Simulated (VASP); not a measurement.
# BAs (F-43m) in VASP: notebook

The runs below take BAs through single point, with PBE.

Program: VASP 6.6.1. These are calculated values, not measurements. Logs are shortened: lines on timing, memory, paths and dates and some standing lists are left out, and cuts for length are marked.

### Step 1. The cell of the first run

Symmetry: F-43m, No. 216, cubic system. The conventional cell has a = 4.784 Å, b = 4.784 Å, c = 4.784 Å, α = 90.00°, β = 90.00°, γ = 90.00°. Within 2.7 Å of B (site symmetry -43m) lie 4 As at 2.07 Å. Within 2.7 Å of As (site symmetry -43m) lie 4 B at 2.07 Å.

### Step 2. Single point, PBE

INCAR

```
SYSTEM = BAs
ALGO = Normal
EDIFF = 1E-6
ENCUT = 500
GGA = PE
GGA_COMPAT = .False.
ISIF = 2
ISMEAR = 0
LASPH = .True.
LCHARG = .True.
LELF = .True.
LREAL = .False.
LVHAR = .True.
LWAVE = .False.
NBANDS = 11
NELM = 120
PREC = Accurate
SIGMA = 0.01
```

KPOINTS

```
k-points
0
Gamma
  2 2 2
  0 0 0
```

POSCAR

```
BAs
1.0
    0.0000000000      2.3918698977      2.3918698977
    2.3918698977      0.0000000000      2.3918698977
    2.3918698977      2.3918698977      0.0000000000
B As
1 1
Direct
    0.0000000000      0.0000000000      0.0000000000
    0.2500000000      0.2500000000      0.2500000000
```

Potentials or basis: VASP PAW PBE potentials, release 64 (B, As).

Launch:

```
cat potpaw_PBE.64/B/POTCAR potpaw_PBE.64/As/POTCAR > POTCAR
mpirun -np 1 vasp_std > vasp.out
```

OUTCAR:

```text
SYSTEM = BAs
   EDIFF = 1E-6
   ENCUT = 500
   GGA = PE
   ISIF = 2
   ISMEAR = 0
   LASPH = .True.
   LREAL = .False.
   NELM = 120
   PREC = Accurate

 ion  position               nearest neighbor table
   1  0.000  0.000  0.000-   2 2.07   2 2.07   2 2.07   2 2.07
   2  0.250  0.250  0.250-   1 2.07   1 2.07   1 2.07   1 2.07

  LATTYP: Found a face centered cubic cell.
 ALAT       =     4.7837397954

  Lattice vectors:

 A1 = (   0.0000000000,   2.3918698977,   2.3918698977)
 A2 = (   2.3918698977,   0.0000000000,   2.3918698977)
 A3 = (   2.3918698977,   2.3918698977,   0.0000000000)

Analysis of symmetry for initial positions (statically):
=====================================================================
 Subroutine PRICEL returns:
 Original cell was already a primitive cell.

 Routine SETGRP: Setting up the symmetry group for a
 face centered cubic supercell.

 Subroutine GETGRP returns: Found 24 space group operations
 (whereof 24 operations were pure point group operations)
 out of a pool of 48 trial point group operations.

The static configuration has the point symmetry T_d .

Analysis of symmetry for dynamics (positions and initial velocities):
=====================================================================
 Subroutine PRICEL returns:
 Original cell was already a primitive cell.

 Routine SETGRP: Setting up the symmetry group for a
 face centered cubic supercell.

 Subroutine GETGRP returns: Found 24 space group operations
 (whereof 24 operations were pure point group operations)
 out of a pool of 48 trial point group operations.

The dynamic configuration has the point symmetry T_d .

 Subroutine INISYM returns: Found 24 space group operations
 (whereof 24 operations are pure point group operations),
 and found     1 'primitive' translations

----------------------------------------------------------------------------------------

                                     Primitive cell

  volume of cell :      27.3680

  direct lattice vectors                    reciprocal lattice vectors
     0.000000000  2.391869898  2.391869898    -0.209041470  0.209041470  0.209041470
     2.391869898  0.000000000  2.391869898     0.209041470 -0.209041470  0.209041470
     2.391869898  2.391869898  0.000000000     0.209041470  0.209041470 -0.209041470

  length of vectors
     3.382614849  3.382614849  3.382614849     0.362070447  0.362070447  0.362070447

  position of ions in fractional coordinates (direct lattice)
     0.000000000  0.000000000  0.000000000
     0.250000000  0.250000000  0.250000000

  ion indices of the primitive-cell ions
   primitive index   ion index
                 1           1
                 2           2

----------------------------------------------------------------------------------------

 KPOINTS: k-points

Automatic generation of k-mesh.
 Grid dimensions read from file:
 generate k-points for:    2    2    2

 Generating k-lattice:

  Cartesian coordinates                     Fractional coordinates (reciprocal lattice)
    -0.104520735  0.104520735  0.104520735     0.500000000  0.000000000  0.000000000
     0.104520735 -0.104520735  0.104520735     0.000000000  0.500000000  0.000000000
     0.104520735  0.104520735 -0.104520735     0.000000000  0.000000000  0.500000000

  Length of vectors
     0.181035224  0.181035224  0.181035224

  Shift w.r.t. Gamma in fractional coordinates (k-lattice)
     0.000000000  0.000000000  0.000000000

 Subroutine IBZKPT returns following result:
 ===========================================

 Found      3 irreducible k-points:

 Following reciprocal coordinates:
            Coordinates               Weight
  0.000000  0.000000  0.000000      1.000000
  0.500000  0.000000  0.000000      4.000000
  0.500000  0.500000  0.000000      3.000000
   k-points           NKPTS =      3   k-points in BZ     NKDIM =      3   number of bands    NBANDS=     11
   number of dos      NEDOS =    301   number of ions     NIONS =      2
   total plane-waves  NPLWV =  21952
   dimension x,y,z NGX =    28 NGY =   28 NGZ =   28
   dimension x,y,z NGXF=    56 NGYF=   56 NGZF=   56
   ions per type =               1   1
   NGX,Y,Z   is equivalent  to a cutoff of  13.76, 13.76, 13.76 a.u.
   NGXF,Y,Z  is equivalent  to a cutoff of  27.52, 27.52, 27.52 a.u.
 SYSTEM =  BAs
   PREC   = accura    normal or accurate (medium, high low for compatibility)
   ISTART =      0    job   : 0-new  1-cont  2-samecut
   ICHARG =      2    charge: 1-file 2-atom 10-const
   ISPIN  =      1    spin polarized calculation?
   LNONCOLLINEAR =      F non collinear calculations
   LSORBIT =      F    spin-orbit coupling
   LASPH  =      T    aspherical Exc in radial PAW
   ENCUT  =  500.0 eV  36.75 Ry    6.06 a.u.   6.17  6.17  6.17*2*pi/ulx,y,z
   NELM   =    120;   NELMIN=  2; NELMDL= -5     # of ELM steps
   EDIFF  = 0.1E-05   stopping-criterion for ELM
   LREAL  =      F    real-space projection
   EDIFFG = 0.1E-04   stopping-criterion for IOM
   NSW    =      0    number of steps for IOM
   IBRION =     -1    ionic relax: 0-MD 1-quasi-New 2-CG
   NFREE  =      0    steps in history (QN), initial steepest desc. (CG)
   ISIF   =      2    stress and relaxation
   ISYM   =      2    0-nonsym 1-usesym 2-fastsym
   POTIM  = 0.5000    time-step for ionic-motion
   TEBEG  =    0.0;   TEEND  =   0.0 temperature during run
   PSTRESS=    0.0 pullay stress
   NELECT =       8.0000    total number of electrons
   NUPDOWN=      -1.0000    fix difference up-down
   EMIN   =  10.00;   EMAX   =-10.00  energy-range for DOS
   EFERMI =   0.00;   METHOD = LEGACY
   ISMEAR =     0;   SIGMA  =   0.01  broadening in eV -4-tet -1-fermi 0-gaus
   EFERMI_NEDOS =   21; number of points for ismear=-14 and -15
   IALGO  =     38    algorithm
   IMIX   =      4    mixing-type and parameters
     AMIX     =   0.40;   BMIX     =  1.00
     AMIX_MAG =   1.60;   BMIX_MAG =  1.00
  volume/ion in A,a.u.               =      13.68        92.34
  Fermi-wavevector in a.u.,A,eV,Ry     =   1.086486  2.053160 16.061008  1.180451
  Thomas-Fermi vector in A             =   2.222623
   LORBIT       =      0    0 simple, 1 ext, 2 COOP (PROOUT), +10 PAW based schemes
   GGA     = PE    functional components
   LHFCALC =     F    Hartree Fock is set to
   AEXX    =    0.0000 exact exchange contribution
   IVDW    =     0    specifies the selected vdW correction
   LEPSILON=     F    determine dielectric tensor
   LRPA    =     F    only Hartree local field effects (RPA)
 non-spin polarized calculation
 Gauss-broadening in eV      SIGMA  =   0.01
  energy-cutoff  :      500.00
  volume of cell :       27.37
 maximum number of plane-waves:       725
 NGX is ok and might be reduce to    28
   NGX = 13   NGY = 13   NGZ = 13

 number of electron       8.0000000 magnetization

 Free energy of the ion-electron system (eV)
  ---------------------------------------------------
  ext. energy  EPLUGINS =         0.00000000
  ---------------------------------------------------
  free energy    TOTEN  =        -8.51982853 eV

  energy without entropy =       -8.51982853  energy(sigma->0) =       -8.51982853

 E-fermi :   6.4831     XC(G=0): -10.3886

 val. band max:        6.4128127191   @ k =   0.0000   0.0000   0.0000
 cond. band min:       7.7015244655   @ k =   0.5000   0.5000   0.0000
 fundamental gap:      1.2887117465
 Fermi energy:         6.4831218409

 k-point     1 :       0.0000    0.0000    0.0000
  band No.  band energies     occupation
      1      -9.0532      2.00000
      2       6.4128      2.00000
      3       6.4128      2.00000
      4       6.4128      2.00000
      5       9.5493      0.00000
      6       9.5493      0.00000
      7       9.5493      0.00000
      8      11.0745      0.00000
      9      15.9094      0.00000
     10      19.1374      0.00000
     11      19.1374      0.00000

 k-point     2 :       0.5000    0.0000    0.0000
  band No.  band energies     occupation
      1      -6.1818      2.00000
      2      -2.4431      2.00000
      3       4.5585      2.00000
      4       4.5585      2.00000
      5       9.0398      0.00000
      6      11.0404      0.00000
      7      11.0404      0.00000
      8      15.1814      0.00000
      9      19.1233      0.00000
     10      20.8203      0.00000
     11      20.8203      0.00000

 k-point     3 :       0.5000    0.5000    0.0000
  band No.  band energies     occupation
      1      -4.8733      2.00000
      2      -2.1523      2.00000
      3       2.2678      2.00000
      4       2.2678      2.00000
      5       7.7015      0.00000
      6       7.7387      0.00000
      7      17.7296      0.00000
      8      17.7296      0.00000
      9      19.3190      0.00000
     10      23.5720      0.00000
     11      24.0851      0.00000

------------------------ aborting loop because EDIFF is reached ----------------------------------------

  FORCE on cell =-STRESS in cart. coord.  units (eV):
  Direction    XX          YY          ZZ          XY          YZ          ZX
  --------------------------------------------------------------------------------------
  -------------------------------------------------------------------------------------
  Total        2.5151176      2.5151176      2.5151176      0.0000000      0.0000000      0.0000000
  in kB      147.2401384    147.2401384    147.2401384      0.0000000      0.0000000      0.0000000
  external PRESSURE =     147.2401384 kB  Pullay stress =       0.0000000 kB

 VOLUME and BASIS-vectors are now :
 -----------------------------------------------------------------------------
  energy-cutoff  :      500.00
  volume of cell :       27.37
      direct lattice vectors                 reciprocal lattice vectors
     0.000000000  2.391869898  2.391869898    -0.209041470  0.209041470  0.209041470
     2.391869898  0.000000000  2.391869898     0.209041470 -0.209041470  0.209041470
     2.391869898  2.391869898  0.000000000     0.209041470  0.209041470 -0.209041470

 POSITION                                       TOTAL-FORCE (eV/Angst)
 -----------------------------------------------------------------------------------
      0.00000      0.00000      0.00000         0.000000      0.000000      0.000000
      1.19593      1.19593      1.19593        -0.000000     -0.000000     -0.000000
 -----------------------------------------------------------------------------------
    total drift:                               -0.000000     -0.000000     -0.000000

  FREE ENERGIE OF THE ION-ELECTRON SYSTEM (eV)
  ---------------------------------------------------
  free  energy   TOTEN  =        -8.5198285337 eV

  energy  without entropy=       -8.5198285337  energy(sigma->0) =       -8.51982853
```

It took 4.9 s on 1 thread of Intel Xeon 6975P-C, shared host; peak memory 0.15 GiB.

What came out:

```
Free energy            : -8.5198 eV
Pressure               : 14.7 GPa
Band gap on the k mesh : 1.29 eV, indirect (least direct gap 3.14 eV)
```

Levels at points of the mesh, in eV from the valence-band top:
```
           k point  band 1  band 2  band 3  band 4  band 5  band 6  band 7  band 8  band 9
(0.00, 0.00, 0.00)  -15.47    0.00    0.00    0.00    3.14    3.14    3.14    4.66    9.50
(0.50, 0.00, 0.00)  -12.59   -8.86   -1.85   -1.85    2.63    4.63    4.63    8.77   12.71
(0.50, 0.50, 0.00)  -11.29   -8.57   -4.14   -4.14    1.29    1.33   11.32   11.32   12.91
```

Caveat: the k points lie up to 1.14 Å⁻¹ apart. PBE gaps usually lie below the measured ones, often by a third to a half.

### Step 3. Single point, PBE

INCAR

```
ALGO = Normal ; EDIFF = 1E-6
ENCUT = 500 ; GGA = PE
GGA_COMPAT = F ; ISIF = 2
ISMEAR = 0 ; LASPH = T
LCHARG = T ; LELF = T
LREAL = F ; LVHAR = T
LWAVE = F ; NBANDS = 11
NELM = 120 ; PREC = Accurate
SIGMA = 0.01
```

KPOINTS

```
k-points
0
Gamma
  4 4 4
```

POSCAR is that of step 2.

Potentials or basis: VASP PAW PBE potentials, release 64 (B, As).

Launch:

```
cat potpaw_PBE.64/B/POTCAR potpaw_PBE.64/As/POTCAR > POTCAR
mpirun -np 1 vasp_std > vasp.out
```

It took 5.4 s on 1 thread of Intel Xeon 6975P-C, shared host; peak memory 0.15 GiB.

The run converged. Its results:

- Free energy: -11.2302 eV
- Pressure: 3.4 GPa
- Band gap on the k mesh: 1.42 eV, indirect (least direct gap 3.25 eV)

Levels at points of the mesh, in eV from the valence-band top:
| k point | band 1 | band 2 | band 3 | band 4 | band 5 | band 6 | band 7 | band 8 | band 9 |
| --- | --- | --- | --- | --- | --- | --- | --- | --- | --- |
| (0.00, 0.00, 0.00) | -15.37 | 0.00 | 0.00 | 0.00 | 3.25 | 3.25 | 3.25 | 4.64 | 9.56 |
| (0.50, 0.00, 0.00) | -12.52 | -8.77 | -1.82 | -1.82 | 2.66 | 4.76 | 4.76 | 8.85 | 12.69 |
| (0.50, 0.50, 0.00) | -11.21 | -8.51 | -4.07 | -4.07 | 1.42 | 1.43 | 11.32 | 11.32 | 12.84 |

Caveat: the k points lie up to 0.57 Å⁻¹ apart. A k mesh can miss the band edges.
